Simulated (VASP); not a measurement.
# Li4Ge2B (R3m) in VASP: single point with r2SCAN

Aim: the single point of Li4Ge2B with r2SCAN.

All numbers are computed with VASP 6.6.1; they aren't measurements. Logs are shortened: lines on timing, memory, paths and dates and some standing lists are left out, and cuts for length are marked.

## Step 1: The cell of the first run

It takes space group R3m (No. 160, trigonal). Conventional cell: a = 4.494 Å, b = 4.494 Å, c = 18.457 Å, α = 90.00°, β = 90.00°, γ = 120.00°. Ge (site symmetry 3m) has 10 Li at 2.47 to 3.14 Å and 1 Ge at 2.59 Å and 3 B at 2.76 Å within 3.3 Å. Within 3.4 Å of Ge (site symmetry 3m) lie 1 Ge at 2.59 Å and 1 B at 2.62 Å and 12 Li at 2.81 to 3.19 Å. B (site symmetry 3m) has 10 Li at 2.36 to 3.09 Å and 4 Ge at 2.62 to 2.76 Å within 3.1 Å. Li (site symmetry 3m) has 5 Li at 2.50 to 2.97 Å and 3 B at 2.72 Å and 6 Ge at 3.14 to 3.15 Å within 3.3 Å. Within 3.3 Å of Li (site symmetry 3m) lie 5 Li at 2.50 to 2.95 Å and 6 Ge at 2.70 to 3.19 Å and 3 B at 3.09 Å. Li (site symmetry 3m) has 1 B at 2.36 Å and 4 Li at 2.68 to 2.97 Å and 6 Ge at 2.85 to 2.96 Å within 3.1 Å. Within 3.3 Å of Li (site symmetry 3m) lie 4 Ge at 2.47 to 2.81 Å and 4 Li at 2.69 to 2.95 Å and 3 B at 3.02 Å.

## Step 2: Single point, r2SCAN

File POSCAR:

```
Li4Ge2B
1.0
    4.4937480000      0.0000000000      0.0000000000
   -2.2468740000      3.8917060000      0.0000000000
   -2.2468740000      1.2972350000      6.1523630000
Ge B Li
2 1 4
Direct
    0.4069500000      0.5930500000      0.2208500000
    0.2664500000      0.7335500000      0.7993500000
    0.1244000000      0.8756000000      0.3732000000
    0.8360000000      0.1640000000      0.5080000000
    0.7006000000      0.2994000000      0.1018000000
    0.9967000000      0.0033000000      0.9901000000
    0.5410000000      0.4590000000      0.6230000000
```

File INCAR.step1:

```
SYSTEM = Li4Ge2B
ALGO = Normal
EDIFF = 1E-4
ENCUT = 520
GGA = PE
ISMEAR = -1
LASPH = .True.
LCHARG = .False.
LREAL = .False.
LWAVE = .True.
NBANDS = 30
NELM = 80
PREC = Accurate
SIGMA = 0.0248
```

File INCAR.step2:

```
SYSTEM = Li4Ge2B
ALGO = Normal
EDIFF = 1E-6
ENCUT = 520
ISIF = 2
ISMEAR = -1
ISTART = 1
LASPH = .True.
LCHARG = .False.
LMIXTAU = .True.
LREAL = .False.
LWAVE = .False.
METAGGA = R2SCAN
NBANDS = 30
NELM = 80
PREC = Accurate
SIGMA = 0.0248
```

File KPOINTS:

```
k-points
0
Gamma
  8 8 8
  0 0 0
```

Potentials or basis: VASP PAW PBE potentials, release 64 (Ge_d, B, Li_sv).

On the command line:

```
$ cat potpaw_PBE.64/Ge_d/POTCAR potpaw_PBE.64/B/POTCAR potpaw_PBE.64/Li_sv/POTCAR > POTCAR
$ cp INCAR.step1 INCAR
$ mpirun -np 1 vasp_std > vasp.out
$ cp INCAR.step2 INCAR
$ mpirun -np 1 vasp_std > vasp.out
```

OUTCAR:

```text
SYSTEM = Li4Ge2B
   EDIFF = 1E-6
   ENCUT = 520
   ISIF = 2
   ISMEAR = -1
   ISTART = 1
   LASPH = .True.
   LREAL = .False.
   METAGGA = R2SCAN
   NELM = 80
   PREC = Accurate

 ion  position               nearest neighbor table
   1  0.407  0.593  0.221-   7 2.47   2 2.59   5 2.70   5 2.70   5 2.70
   2  0.266  0.734  0.799-   1 2.59
   3  0.124  0.876  0.373-   6 2.36
   4  0.836  0.164  0.508-   5 2.50
   5  0.701  0.299  0.102-   4 2.50   1 2.70   1 2.70   1 2.70
   6  0.997  0.003  0.990-   3 2.36
   7  0.541  0.459  0.623-   1 2.47

  LATTYP: Found a trigonal (rhomboedric) cell.
 ALAT       =     6.6770390334
 COS(alpha) =     0.7735247701

  Lattice vectors:

 A1 = (   0.0000000000,  -2.5944710000,   6.1523630000)
 A2 = (   2.2468740000,   1.2972350000,   6.1523630000)
 A3 = (  -2.2468740000,   1.2972350000,   6.1523630000)

Analysis of symmetry for initial positions (statically):
=====================================================================
 Subroutine PRICEL returns:
 Original cell was already a primitive cell.

 Routine SETGRP: Setting up the symmetry group for a
 trigonal (rhombohedral) supercell.

 Subroutine GETGRP returns: Found  6 space group operations
 (whereof  6 operations were pure point group operations)
 out of a pool of 12 trial point group operations.

The static configuration has the point symmetry C_3v.

Analysis of symmetry for dynamics (positions and initial velocities):
=====================================================================
 Subroutine PRICEL returns:
 Original cell was already a primitive cell.

 Routine SETGRP: Setting up the symmetry group for a
 trigonal (rhombohedral) supercell.

 Subroutine GETGRP returns: Found  6 space group operations
 (whereof  6 operations were pure point group operations)
 out of a pool of 12 trial point group operations.

The dynamic configuration has the point symmetry C_3v.

 Subroutine INISYM returns: Found  6 space group operations
 (whereof  6 operations are pure point group operations),
 and found     1 'primitive' translations

----------------------------------------------------------------------------------------

                                     Primitive cell

  volume of cell :     107.5947

  direct lattice vectors                    reciprocal lattice vectors
     4.493748000  0.000000000  0.000000000     0.222531393  0.128478359  0.054179732
    -2.246874000  3.891706000  0.000000000     0.000000000  0.256956718 -0.054179711
    -2.246874000  1.297235000  6.152363000     0.000000000  0.000000000  0.162539174

  length of vectors
     4.493748000  4.493753260  6.677037659     0.262606840  0.262606542  0.162539174

  position of ions in fractional coordinates (direct lattice)
     0.406950000  0.593050000  0.220850000
     0.266450000  0.733550000  0.799350000
     0.124400000  0.875600000  0.373200000
     0.836000000  0.164000000  0.508000000
     0.700600000  0.299400000  0.101800000
     0.996700000  0.003300000  0.990100000
     0.541000000  0.459000000  0.623000000

  ion indices of the primitive-cell ions
   primitive index   ion index
                 1           1
                 2           2
                 3           3
                 4           4
                 5           5
                 6           6
                 7           7

----------------------------------------------------------------------------------------

 KPOINTS: k-points

Automatic generation of k-mesh.
 Grid dimensions read from file:
 generate k-points for:    8    8    8

 Generating k-lattice:

  Cartesian coordinates                     Fractional coordinates (reciprocal lattice)
     0.027816424  0.016059795  0.006772466     0.125000000  0.000000000  0.000000000
     0.000000000  0.032119590 -0.006772464     0.000000000  0.125000000  0.000000000
     0.000000000  0.000000000  0.020317397     0.000000000  0.000000000  0.125000000

  Length of vectors
     0.032825855  0.032825818  0.020317397

  Shift w.r.t. Gamma in fractional coordinates (k-lattice)
     0.000000000  0.000000000  0.000000000

 Subroutine IBZKPT returns following result:
 ===========================================

 Found     65 irreducible k-points:

 Following reciprocal coordinates:
            Coordinates               Weight
  0.000000  0.000000  0.000000      1.000000
  0.125000 -0.000000 -0.000000      6.000000
  0.250000 -0.000000 -0.000000      6.000000
  0.375000  0.000000  0.000000      6.000000
  0.500000 -0.000000 -0.000000      3.000000
  0.125000  0.125000 -0.000000      6.000000
[... 16 lines left out ...]
  0.125000 -0.000000  0.125000      6.000000
  0.250000 -0.000000  0.125000      6.000000
 [... further k-points ...]
   k-points           NKPTS =     65   k-points in BZ     NKDIM =     65   number of bands    NBANDS=     30
   number of dos      NEDOS =    301   number of ions     NIONS =      7
   total plane-waves  NPLWV =  64800
   dimension x,y,z NGX =    36 NGY =   36 NGZ =   50
   dimension x,y,z NGXF=    72 NGYF=   72 NGZF=  100
   ions per type =               2   1   4
   NGX,Y,Z   is equivalent  to a cutoff of  13.32, 13.32, 12.45 a.u.
   NGXF,Y,Z  is equivalent  to a cutoff of  26.64, 26.64, 24.90 a.u.
 SYSTEM =  Li4Ge2B
   PREC   = accura    normal or accurate (medium, high low for compatibility)
   ISTART =      1    job   : 0-new  1-cont  2-samecut
   ICHARG =      0    charge: 1-file 2-atom 10-const
   ISPIN  =      1    spin polarized calculation?
   LNONCOLLINEAR =      F non collinear calculations
   LSORBIT =      F    spin-orbit coupling
   LASPH  =      T    aspherical Exc in radial PAW
   ENCUT  =  520.0 eV  38.22 Ry    6.18 a.u.   8.36  8.36 12.41*2*pi/ulx,y,z
   NELM   =     80;   NELMIN=  2; NELMDL=  0     # of ELM steps
   EDIFF  = 0.1E-05   stopping-criterion for ELM
   LREAL  =      F    real-space projection
   EDIFFG = 0.1E-04   stopping-criterion for IOM
   NSW    =      0    number of steps for IOM
   IBRION =     -1    ionic relax: 0-MD 1-quasi-New 2-CG
   NFREE  =      0    steps in history (QN), initial steepest desc. (CG)
   ISIF   =      2    stress and relaxation
   ISYM   =      2    0-nonsym 1-usesym 2-fastsym
   POTIM  = 0.5000    time-step for ionic-motion
   TEBEG  =    0.0;   TEEND  =   0.0 temperature during run
   PSTRESS=    0.0 pullay stress
   NELECT =      43.0000    total number of electrons
   NUPDOWN=      -1.0000    fix difference up-down
   EMIN   =  10.00;   EMAX   =-10.00  energy-range for DOS
   EFERMI =   0.00;   METHOD = LEGACY
   ISMEAR =    -1;   SIGMA  =   0.02  broadening in eV -4-tet -1-fermi 0-gaus
   EFERMI_NEDOS =   21; number of points for ismear=-14 and -15
   IALGO  =     38    algorithm
   IMIX   =      4    mixing-type and parameters
     AMIX     =   0.40;   BMIX     =  1.00
     AMIX_MAG =   1.60;   BMIX_MAG =  1.00
  volume/ion in A,a.u.               =      15.37       103.73
  Fermi-wavevector in a.u.,A,eV,Ry     =   1.205871  2.278765 19.784561  1.454124
  Thomas-Fermi vector in A             =   2.341555
   LORBIT       =      0    0 simple, 1 ext, 2 COOP (PROOUT), +10 PAW based schemes
   METAGGA = R2SCAN    functional components
   LHFCALC =     F    Hartree Fock is set to
   AEXX    =    0.0000 exact exchange contribution
   IVDW    =     0    specifies the selected vdW correction
   LEPSILON=     F    determine dielectric tensor
   LRPA    =     F    only Hartree local field effects (RPA)
 non-spin polarized calculation
  energy-cutoff  :      520.00
  volume of cell :      107.59
 maximum number of plane-waves:      2924
 NGX is ok and might be reduce to    36
   NGX = 17   NGY = 17   NGZ = 25

 number of electron      43.0000008 magnetization

 Free energy of the ion-electron system (eV)
  ---------------------------------------------------
  ext. energy  EPLUGINS =         0.00000000
  ---------------------------------------------------
  free energy    TOTEN  =       -43.62397935 eV

  energy without entropy =      -43.61772946  energy(sigma->0) =      -43.62085441

 E-fermi :   3.6541     XC(G=0):  -9.9629

 val. band max:        3.6292692704   @ k =   0.1250  -0.3750   0.1250
 cond. band min:       3.6573757406   @ k =   0.2500  -0.0000   0.3750
 fundamental gap:      0.0281064701
 Fermi energy:         3.6540842299

 k-point     1 :       0.0000    0.0000    0.0000
  band No.  band energies     occupation
      1     -45.0735      2.00000
      2     -45.0193      2.00000
      3     -44.4847      2.00000
      4     -44.3677      2.00000
      5     -21.7286      2.00000
      6     -21.7056      2.00000
[... 22 lines left out ...]
     29       8.2715      0.00000
     30       8.9633      0.00000

 k-point     2 :       0.1250   -0.0000   -0.0000
  band No.  band energies     occupation
      1     -45.0734      2.00000
      2     -45.0193      2.00000
      3     -44.4848      2.00000
      4     -44.3678      2.00000
      5     -21.7284      2.00000
      6     -21.7055      2.00000
[... 22 lines left out ...]
     29       8.4718      0.00000
     30       9.3608      0.00000

 k-point     3 :       0.2500   -0.0000   -0.0000
  band No.  band energies     occupation
      1     -45.0732      2.00000
      2     -45.0191      2.00000
      3     -44.4849      2.00000
      4     -44.3679      2.00000
      5     -21.7281      2.00000
      6     -21.7054      2.00000
[... 22 lines left out ...]
     29       8.9405      0.00000
     30       9.5107      0.00000

 k-point     4 :       0.3750    0.0000    0.0000
  band No.  band energies     occupation
      1     -45.0730      2.00000
      2     -45.0189      2.00000
      3     -44.4850      2.00000
      4     -44.3680      2.00000
      5     -21.7278      2.00000
      6     -21.7053      2.00000
[... 616 lines left out ...]
     29       8.8041      0.00000
     30       9.0001      0.00000

 k-point    23 :       0.1250   -0.0000    0.1250
  band No.  band energies     occupation
      1     -45.0734      2.00000
      2     -45.0193      2.00000
      3     -44.4848      2.00000
      4     -44.3678      2.00000
      5     -21.7284      2.00000
      6     -21.7055      2.00000
[... 22 lines left out ...]
     29       8.2934      0.00000
     30       9.3190      0.00000

 k-point    24 :       0.2500   -0.0000    0.1250
  band No.  band energies     occupation
      1     -45.0732      2.00000
      2     -45.0191      2.00000
      3     -44.4849      2.00000
      4     -44.3679      2.00000
      5     -21.7281      2.00000
      6     -21.7054      2.00000
[... 22 lines left out ...]
     29       9.0464      0.00000
     30       9.9637      0.00000

 [... further k-points ...]

------------------------ aborting loop because EDIFF is reached ----------------------------------------

  FORCE on cell =-STRESS in cart. coord.  units (eV):
  Direction    XX          YY          ZZ          XY          YZ          ZX
  --------------------------------------------------------------------------------------
  -------------------------------------------------------------------------------------
  Total       -4.3037825     -4.3037959     -0.9385630      0.0000000      0.0000001      0.0000000
  in kB      -64.0870391    -64.0872392    -13.9760142      0.0000000      0.0000008      0.0000000
  external PRESSURE =     -47.3834308 kB  Pullay stress =       0.0000000 kB

 VOLUME and BASIS-vectors are now :
 -----------------------------------------------------------------------------
  energy-cutoff  :      520.00
  volume of cell :      107.59
      direct lattice vectors                 reciprocal lattice vectors
     4.493748000  0.000000000  0.000000000     0.222531393  0.128478359  0.054179732
    -2.246874000  3.891706000  0.000000000     0.000000000  0.256956718 -0.054179711
    -2.246874000  1.297235000  6.152363000     0.000000000  0.000000000  0.162539174

 POSITION                                       TOTAL-FORCE (eV/Angst)
 -----------------------------------------------------------------------------------
      0.00000      2.59447      1.35875         0.000000      0.000000     -0.016789
     -2.24687      3.89171      4.91789        -0.000000      0.000000     -0.789210
     -2.24687      3.89171      2.29606         0.000000     -0.000000      0.746798
      2.24687      1.29724      3.12540        -0.000000     -0.000000      0.414244
      2.24687      1.29724      0.62631         0.000000      0.000000     -0.616498
      2.24687      1.29724      6.09145        -0.000000      0.000000     -0.418326
     -0.00000      2.59447      3.83292         0.000000     -0.000000      0.679781
 -----------------------------------------------------------------------------------
    total drift:                                0.000229     -0.000131     -0.016084

  FREE ENERGIE OF THE ION-ELECTRON SYSTEM (eV)
  ---------------------------------------------------
  free  energy   TOTEN  =       -43.6239793528 eV

  energy  without entropy=      -43.6177294593  energy(sigma->0) =      -43.62085441
```

It took 12 min on 1 thread of Intel Xeon Platinum 8375C at 2.90GHz (Ice Lake), shared host; peak memory 0.38 GiB.

Results:

| Property | Result |
| --- | --- |
| Free energy | -43.6240 eV |
| Largest force | 0.789 eV/Å |
| Band gap on the k mesh | zero (an odd number of electrons rules out a gap without spin polarisation) |

Forces on the atoms (eV/Å):
```
Ge   0.000  0.000 -0.017
Ge   0.000  0.000 -0.789
B    0.000  0.000  0.747
Li   0.000  0.000  0.414
Li   0.000  0.000 -0.616
Li   0.000  0.000 -0.418
Li   0.000  0.000  0.680
```

Caveat: the cutoff is under 1.25 times the usual one of these potentials, so pressure, stress and relaxed cells hold a basis-set (Pulay) error; the PAW data sets were made with another functional, which shifts forces and pressure a little.

The gap in the log of VASP goes by the Fermi energy; the results here count the filled bands.